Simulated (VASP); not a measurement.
BaTiO3:

```xyz
5
Lattice="4.0060 0.0000 0.0000 0.0000 4.0060 0.0000 0.0000 0.0000 4.0060" Properties=species:S:1:pos:R:3 pbc="T T T"
Ba    2.0030    2.0030    2.0030
Ti    0.0000    0.0000    0.0000
O     2.0030    0.0000    0.0000
O     0.0000    2.0030    0.0000
O     0.0000    0.0000    2.0030
```

Base run:

| Item | Value |
| --- | --- |
| Program | VASP 6.6.1 |
| Functional | PBE |
| Potentials or basis | VASP PAW PBE potentials, release 64 (Ba_sv, Ti_sv, O_h) |
| Cutoff | 1340 eV |
| k mesh | 4 × 4 × 4, shifted |
| Occupations | gaussian, width 0.01 eV |
| Spin | no spin polarisation |

Its results: band gap on the k mesh 2.43 eV (least direct gap 2.74 eV); pressure 3.2 GPa.

Question: The run is repeated on the same cell with these changes: functional from PBE to PBEsol. What comes out?

Answer: Band gap on the k mesh 2.40 eV (least direct gap 2.70 eV); pressure -3.0 GPa.

PBEsol binds more tightly than PBE, so the same cell stands under less pressure.

Caveats: spin-orbit coupling is left out, which moves the levels of the heavy elements; a shifted mesh leaves out Γ, where band edges can lie; the cell stands under pressure (at least some runs); the PAW data sets were made with another functional, which shifts forces and pressure a little (at least some runs).

A k mesh can miss the band edges.
